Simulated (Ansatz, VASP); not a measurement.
## KCl in VASP and in Ansatz

```xyz
4
Lattice="0.0000 -3.1207 -3.2664 -3.1207 0.0000 -3.2664 3.1207 3.1207 -6.5329" Properties=species:S:1:pos:R:3 pbc="T T T"
K     0.0000    0.0000   -6.5329
K    -3.1207    0.0000   -3.2664
Cl   -0.0155   -0.0343   -9.8514
Cl    0.0155    0.0343   -3.2143
```

Change from the starting cell: mode 7 frozen in at -0.062 Å, normal strain along z +0.0467.

Alike in both runs: task single point; functional PBEsol; k mesh 6 × 6 × 6; occupations gaussian, width 0.05 eV; no spin polarisation.

|  | VASP | Ansatz |
| --- | --- | --- |
| version | VASP 6.6.1 | Ansatz 0.2.0 |
| potentials or method | VASP PAW PBE potentials, release 64 (K_sv, Cl), cutoff 520 eV | scalar-relativistic, plane waves, PAW |
| valence electrons in the cell | 32 | 32 |

```tsv
	VASP	Ansatz	Ansatz less VASP
gap on the k mesh at the Fermi level (eV)	4.94	4.95	+0.004
least direct gap on the mesh (eV)	4.94	4.95	+0.004
pressure (GPa)	-0.6	-0.6	-0.03
traceless stress, the component that is largest in VASP (GPa)	-0.79	-0.77	+0.021
rms of the force components (eV/Å)	0.030	0.029	-0.0006
```

VASP's potentials were made for PBE, not for PBEsol. Atom by atom the forces differ by 0.001 eV/Å (rms over components). With one functional, cell and mesh, what is left measures potentials, basis and numerics.
